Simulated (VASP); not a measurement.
Write the native input for VASP 6.6.1 that does the following.

- Task: single point
- Functional: LDA
- Potentials or basis: VASP PAW LDA potentials, release 64 (Ta_pv, N)
- Cutoff: 520 eV
- k mesh: 5 × 5 × 8
- Occupations: fermi-dirac, width 0.1 eV
- Spin: no spin polarisation
- Dipole correction: no
- Further INCAR settings: ALGO = Normal; EDIFF = 1e-07; NBANDS = 33

The structure of TaN lies in POSCAR:

```
TaN
1.0
    4.9792435155      0.0000000000      0.0000000000
   -2.4896217577      4.3121513779      0.0000000000
    0.0000000000      0.0000000000      2.7895646408
Ta N
3 3
Direct
    0.3333333333      0.6666666667      0.5000000000
    0.6666666667      0.3333333333      0.5000000000
    0.0000000000      0.0000000000      0.0000000000
    0.3928500000      0.0000000000      0.0000000000
    0.6071500000      0.6071500000      0.0000000000
    0.0000000000      0.3928500000      0.0000000000
```

One way to write it, as run:

INCAR

```
PREC = Accurate
ENCUT = 520
EDIFF = 1E-7
ISMEAR = -1
SIGMA = 0.1
LREAL = F
LASPH = T
NELM = 100
ALGO = Normal
ISIF = 2
LWAVE = F
LCHARG = F
NBANDS = 33
```

KPOINTS

```
Automatic mesh
0
Gamma
  5 5 8
```

Potentials or basis: VASP PAW LDA potentials, release 64 (Ta_pv, N).

The run is started by

```console
$ cat potpaw_LDA.64/Ta_pv/POTCAR potpaw_LDA.64/N/POTCAR > POTCAR
$ mpirun -np 1 vasp_std > vasp.out
```

It gave:

The pressure is 45.0 GPa and the largest force is 0.554 eV/Å. The band gap on the k mesh is zero (band 24 reaches 11.90 eV, above the bottom of band 25 at 8.37 eV).

Caveat: spin-orbit coupling is left out, which moves the levels of the heavy elements.

It took 63 s on 1 thread of Intel(R) Xeon(R) Platinum 8259CL CPU @ 2.50GHz (Skylake/Cascade Lake), on a shared host, peak memory 0.18 GiB.
